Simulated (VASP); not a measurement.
C (a cell with a defect): single point with PBE

System: C (a cell with a defect).

```
CELL_PARAMETERS angstrom
7.14000 0.00000 0.00000
0.00000 7.14000 0.00000
0.00000 0.00000 7.14000
ATOMIC_POSITIONS crystal
C 0.49816 0.99966 0.99908
C 0.62564 0.12486 0.12679
C 0.74970 0.24949 0.00068
C 0.87449 0.37316 0.12699
C 0.73884 0.99068 0.24054
C 0.99844 0.00077 0.00069
C 0.12249 0.12540 0.12682
C 0.24997 0.25060 0.99910
C 0.37440 0.37490 0.12527
C 0.49924 0.49997 0.00019
C 0.62437 0.62472 0.12531
C 0.74857 0.74930 0.99921
C 0.87365 0.87709 0.12700
C 0.24865 0.00065 0.25055
C 0.37407 0.12513 0.37503
C 0.49949 0.24961 0.25055
C 0.62566 0.37334 0.37530
C 0.74969 0.49947 0.25068
C 0.87406 0.62513 0.37503
C 0.49949 0.00064 0.49951
C 0.62564 0.12540 0.62327
C 0.73885 0.25956 0.50954
C 0.87366 0.37317 0.62307
C 0.74970 0.00076 0.74939
C 0.87408 0.12512 0.87503
C 0.99957 0.50096 0.99921
C 0.12378 0.62555 0.12531
C 0.24890 0.75029 0.00019
C 0.37374 0.87536 0.12527
C 0.00928 0.25962 0.24056
C 0.12249 0.37337 0.37477
C 0.24997 0.50108 0.24956
C 0.37408 0.62512 0.37504
C 0.49817 0.74919 0.24956
C 0.62565 0.87691 0.37476
C 0.00930 0.99062 0.50946
C 0.12249 0.12487 0.62325
C 0.24865 0.24962 0.49952
C 0.37375 0.37490 0.62480
C 0.49818 0.50107 0.50050
C 0.62438 0.62554 0.62475
C 0.74970 0.75079 0.49939
C 0.87449 0.87710 0.62307
C 0.24997 0.99967 0.75097
C 0.37406 0.12513 0.87503
C 0.49817 0.25061 0.75099
C 0.62437 0.37486 0.87545
C 0.74858 0.50096 0.75086
C 0.87407 0.62513 0.87503
C 0.99844 0.75078 0.25067
C 0.12250 0.87689 0.37530
C 0.99845 0.49948 0.49940
C 0.12378 0.62472 0.62476
C 0.24998 0.74918 0.50052
C 0.37440 0.87537 0.62480
C 0.99846 0.24949 0.74938
C 0.12377 0.37485 0.87462
C 0.24891 0.49998 0.74988
C 0.37407 0.62513 0.87504
C 0.49924 0.75029 0.74988
C 0.62437 0.87541 0.87462
C 0.99957 0.74931 0.75086
C 0.12377 0.87541 0.87545
```

```json
{
  "Program": "VASP 6.6.1",
  "Task": "single point",
  "Functional": "PBE",
  "Potentials or basis": "VASP PAW PBE potentials, release 64 (C)",
  "Cutoff": "520 eV",
  "k mesh": "2 × 2 × 2",
  "Occupations": "gaussian, width 0.05 eV",
  "Spin": "no spin polarisation",
  "Dipole correction": "no",
  "Further INCAR settings": "LREAL = Auto; ALGO = Normal; EDIFF = 1e-07; NBANDS = 163"
}
```

```yaml
Pressure: 1.8 GPa
Largest_force: 0.032 eV/Å
Band_gap_on_the_k_mesh: zero (bands 126 and 127 overlap by 0.25 eV)
```

Forces in eV/Å, atoms in the order of the input:
```
C    0.011  0.004  0.005
C   -0.013  0.014 -0.014
C   -0.003  0.001 -0.002
C   -0.008  0.017 -0.012
C    0.020  0.003  0.015
C    0.009 -0.005 -0.004
C   -0.001 -0.011 -0.016
C   -0.005 -0.001  0.006
C    0.003  0.003 -0.003
C    0.007  0.001  0.000
C   -0.004 -0.003 -0.003
C   -0.002  0.001  0.004
C    0.010 -0.001 -0.014
C   -0.007 -0.003  0.006
C    0.005 -0.001  0.002
C    0.000 -0.001  0.001
C   -0.015  0.014 -0.009
C   -0.001  0.001  0.000
C    0.006  0.000  0.002
C    0.001  0.001  0.005
C   -0.014 -0.017  0.010
C    0.020  0.003 -0.019
C    0.009  0.008  0.005
C   -0.004 -0.003 -0.004
C    0.002  0.001  0.002
C   -0.007 -0.012  0.008
C    0.000 -0.007 -0.006
C   -0.003  0.002 -0.002
C    0.004 -0.001 -0.003
C   -0.016 -0.020  0.011
C    0.001  0.013  0.011
C   -0.005 -0.006  0.001
C    0.004  0.000  0.002
C    0.001 -0.001  0.000
C   -0.012 -0.008  0.015
C   -0.024  0.020  0.007
C    0.007 -0.004  0.001
C   -0.004 -0.003  0.000
C    0.003  0.002  0.002
C    0.008 -0.004 -0.004
C   -0.001 -0.005 -0.005
C   -0.004  0.001  0.005
C    0.000 -0.011  0.002
C   -0.005  0.003 -0.003
C    0.005  0.000  0.002
C   -0.002 -0.001  0.001
C   -0.002  0.005  0.002
C    0.000 -0.004  0.000
C    0.005  0.000  0.002
C    0.001  0.004  0.000
C    0.010 -0.006 -0.008
C    0.009  0.002  0.002
C   -0.003 -0.007 -0.011
C   -0.004  0.002 -0.008
C    0.006  0.002 -0.004
C   -0.002  0.003 -0.002
C    0.003  0.004  0.005
C   -0.001 -0.001  0.000
C    0.004  0.000  0.002
C    0.001  0.002 -0.001
C    0.000  0.001  0.004
C   -0.002  0.000 -0.001
C   -0.004  0.009  0.008
```

Stress tensor (GPa, compression positive):
```
2.11 0.00 0.00
0.00 1.59 0.01
0.00 0.01 1.59
```

Levels at points of the mesh, in eV from the Fermi level:
```tsv
k point	band 123	band 124	band 125	band 126	band 127	band 128	band 129	band 130
(0.00, 0.00, 0.00)	-2.15	-2.15	-2.15	0.25	0.27	0.27	2.88	2.89
(0.50, 0.00, 0.00)	-3.37	-3.37	-2.35	-0.34	0.02	0.02	2.70	2.71
(0.00, 0.50, 0.00)	-3.37	-3.37	-2.35	-0.32	0.00	0.02	2.70	2.71
(0.00, 0.00, 0.50)	-3.37	-3.37	-2.35	-0.32	0.00	0.02	2.70	2.71
(0.50, 0.50, 0.00)	-2.74	-2.43	-2.36	-0.48	0.11	0.13	4.07	4.07
(0.00, 0.50, 0.50)	-2.74	-2.43	-2.36	-0.50	0.13	0.13	4.07	4.07
(0.50, 0.00, 0.50)	-2.74	-2.43	-2.36	-0.48	0.11	0.13	4.07	4.07
(0.50, 0.50, 0.50)	-3.32	-3.31	-3.30	0.11	0.13	0.13	4.38	4.38
```

Wall time 28 min on 1 thread of Intel Xeon 8259CL (shared host), peak memory 0.57 GiB.

Caveat: the k points lie up to 0.44 Å⁻¹ apart.
